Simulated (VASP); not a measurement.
Here is a VASP 6.6.1 calculation.

Contents of INCAR:

```
PREC = Accurate
ENCUT = 520
EDIFF = 1E-6
ISMEAR = -1
SIGMA = 0.01
LREAL = False
LASPH = True
NELM = 150
ALGO = Normal
ISIF = 2
LWAVE = False
LCHARG = False
LMAXMIX = 4
LDAU = True
LDAUTYPE = 2
LDAUL = -1 -1 2
LDAUU = 0 0 2.3
LDAUJ = 0 0 0
LDAUPRINT = 1
GGA = PS
NBANDS = 32
```

File KPOINTS:

```
Automatic mesh
0
Gamma
  3 3 3
```

Contents of POSCAR:

```
B3RuN4
1.0
    3.6150000000      0.0000000000      0.0000000000
    0.0000000000      3.6150000000      0.0000000000
    0.0000000000      0.0000000000      3.6150000000
B N Ru
3 4 1
Direct
    0.9831546800      0.9982477600      0.9954913800
    0.0307476700      0.4974867000      0.5045149700
    0.4940340300      0.9770954900      0.4914858200
    0.2467185100      0.2318996400      0.2472893300
    0.2440720000      0.7555566200      0.7579044000
    0.7670259000      0.2544217400      0.7535383200
    0.7541309200      0.7527021600      0.2447491600
    0.5111825600      0.5067323100      0.9977617200
```

Potentials or basis: VASP PAW PBE potentials, release 64 (B, N, Ru_pv).

Command:

```bash
$ cat potpaw_PBE.64/B/POTCAR potpaw_PBE.64/N/POTCAR potpaw_PBE.64/Ru_pv/POTCAR > POTCAR
$ mpirun -np 1 vasp_std > vasp.out
```

Task: What does it give for the largest force?

Result: 22.076 eV/Å.

Task: Estimate the pressure.

Result: 178.3 GPa.

Stress tensor (GPa, compression positive):
```
181.97  -3.66  14.28
 -3.66 180.24  14.57
 14.28  14.57 172.59
```

Caveat: the k points lie up to 0.58 Å⁻¹ apart; the PAW data sets were made with another functional, which shifts forces and pressure a little; U without spin polarisation on a metal has little footing.
